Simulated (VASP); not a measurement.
The system is Ir.

```
Ir
1.0
     2.66534    0.00000    0.00000
    -1.33267    2.30825    0.00000
     0.00000    0.00000    4.75503
Ir
2
Direct
  0.66667 0.33333 0.75000
  0.33333 0.66667 0.25000
```

This cell differs from its parent crystal: ratio of the length along z to the lengths across it x 1.1, volume and fractional coordinates fixed.

Base run:

- Program: VASP 6.6.1
- Functional: PBEsol
- Potentials or basis: VASP PAW PBE potentials, release 64 (Ir_sv_GW)
- Cutoff: 500 eV
- k mesh: 24 × 24 × 12
- Occupations: gaussian, width 0.15 eV
- Spin: no spin polarisation

Its results: band gap on the k mesh zero (band 17 reaches 13.64 eV, above the bottom of band 18 at 10.17 eV); pressure -11.9 GPa.

**Question.** The run is repeated on the same cell with these changes: potentials or basis from VASP PAW PBE potentials, release 64 (Ir_sv_GW) to VASP PAW PBE potentials, release 64 (Ir); cutoff from 500 eV to 520 eV; further incar settings from ALGO = Normal; EDIFF = 1e-06; NBANDS = 24 to ALGO = Fast; EDIFF = 1e-06; NBANDS = 16; valence electrons from 34 to 18. What comes out?

**Answer.** Band gap on the k mesh zero (band 9 reaches 11.20 eV, above the bottom of band 10 at 7.75 eV); pressure -7.7 GPa.

Caveats: the PAW data sets were made with another functional, which shifts forces and pressure a little; spin-orbit coupling is left out, which moves the levels of the heavy elements.
